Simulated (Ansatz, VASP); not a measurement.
**Two plane-wave programs on AlC**

```xyz
8
Lattice="4.9908 0.0000 0.0000 0.0000 3.2024 0.0000 0.0000 0.0000 5.5522" Properties=species:S:1:pos:R:3 pbc="T T T"
Al    4.9674    0.8006    1.2376
Al    2.5189    2.4018    4.0137
Al    2.4719    0.8006    1.5385
Al    0.0235    2.4018    4.3146
C     1.3700    0.8006    5.0992
C     1.1254    2.4018    2.3231
C     3.8654    0.8006    3.2292
C     3.6208    2.4018    0.4531
```

Alike in both runs: task single point; functional PBE; k mesh 4 × 6 × 4; occupations gaussian, width 0.1 eV; no spin polarisation.

|  | VASP | Ansatz |
| --- | --- | --- |
| version | VASP 6.6.1 | Ansatz 0.2.0 |
| potentials or method | VASP PAW PBE potentials, release 64 (Al, C), cutoff 520 eV | scalar-relativistic, plane waves, PAW |
| valence electrons in the cell | 28 | 28 |

```csv
,VASP,Ansatz,Ansatz less VASP
gap on the k mesh at the Fermi level (eV),none,none,-
pressure (GPa),-14.0,-14.0,+0.05
"traceless stress, the component that is largest in VASP (GPa)",10.66,10.71,+0.052
rms of the force components (eV/Å),0.324,0.324,0.0000
```

Atom by atom the forces differ by 0.001 eV/Å (rms over components). A gap of «none» marks a metal or a gap that the smearing closes.
